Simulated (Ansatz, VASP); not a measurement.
**Two plane-wave programs on Si**

POSCAR

```
Si
1.0
    0.0000000000      2.6948977067      2.6948977067
    2.6948977067      0.0000000000      2.6948977067
    2.6948977067      2.6948977067      0.0000000000
Si
2
Direct
    0.0000000000      0.0000000000      0.0000000000
    0.2500000000      0.2500000000      0.2500000000
```

Contents of INCAR.step1:

```
PREC     = Accurate       # precision mode
ENCUT    = 520            # plane-wave cutoff, eV
EDIFF    = 1E-5           # SCF threshold, eV
ISMEAR   = 0              # smearing method
SIGMA    = 0.01           # smearing width, eV
LREAL    = False          # projectors in reciprocal space
LASPH    = True           # aspherical terms in the spheres
NELM     = 100            # most SCF steps
ALGO     = Normal         # electronic algorithm
ISIF     = 2              # what is computed and relaxed
LWAVE    = True           # write WAVECAR
LCHARG   = False          # write CHGCAR
GGA      = PE             # functional
NBANDS   = 11             # bands
```

Contents of INCAR.step2:

```
PREC     = Accurate       # precision mode
ENCUT    = 520            # plane-wave cutoff, eV
EDIFF    = 1E-6           # SCF threshold, eV
ISMEAR   = 0              # smearing method
SIGMA    = 0.01           # smearing width, eV
LREAL    = False          # projectors in reciprocal space
LASPH    = True           # aspherical terms in the spheres
NELM     = 100            # most SCF steps
ALGO     = Normal         # electronic algorithm
ISIF     = 2              # what is computed and relaxed
LWAVE    = False          # write WAVECAR
LCHARG   = False          # write CHGCAR
GGA      = PE             # functional
LHFCALC  = True           # exact exchange
HFSCREEN = 0.2079         # screening, 1/A
PRECFOCK = Normal       
ISTART   = 1            
NBANDS   = 11             # bands
```

The input KPOINTS:

```
regular mesh
0
Gamma
  6 6 6
```

Input for Ansatz:

```yaml
crystal:
  lattice:
    - [0.0, 2.6948977067, 2.6948977067]
    - [2.6948977067, 0.0, 2.6948977067]
    - [2.6948977067, 2.6948977067, 0.0]
  atoms:
    - { symbol: Si, position: [0.0, 0.0, 0.0] }
    - { symbol: Si, position: [0.25, 0.25, 0.25] }
kpoints:
  mp_grid: { grid: [6, 6, 6] }
  band_path:
    path:
      - [0.0, 0.0, 0.0]
      - [0.5, 0.0, 0.5]
      - [0.625, 0.25, 0.625]
      - [0.375, 0.375, 0.75]
      - [0.5, 0.5, 0.5]
      - [0.5, 0.25, 0.75]
      - [0.0, 0.421875, 0.421875]
    npoints: 1
hamiltonian:
  xc: hse06
scf:
  occupations: { method: fixed }
  n_extra_bands: 4
output:
  forces: true
  stress: true
  eigenvalues: true
```

Change from the starting cell: hydrostatic strain -1.0%.

Alike in both runs: task single point; functional HSE06; k mesh 6 × 6 × 6; no spin polarisation.

|  | VASP | Ansatz |
| --- | --- | --- |
| version | VASP 6.6.1 | Ansatz 0.2.0 |
| potentials or method | VASP PAW PBE potentials, release 64 (Si) | plane waves, PAW |
| plane-wave cutoff (eV) | 520 | 420 |
| occupations | gaussian, width 0.01 eV | fixed |
| valence electrons in the cell | 8 | 8 |

```csv
,VASP,Ansatz,Ansatz less VASP
gap on the k mesh at the Fermi level (eV),1.25,1.23,-0.013
pressure (GPa),2.6,2.9,+0.37
```

Ansatz's warnings: stress exchange threshold loose, stress scf threshold loose.
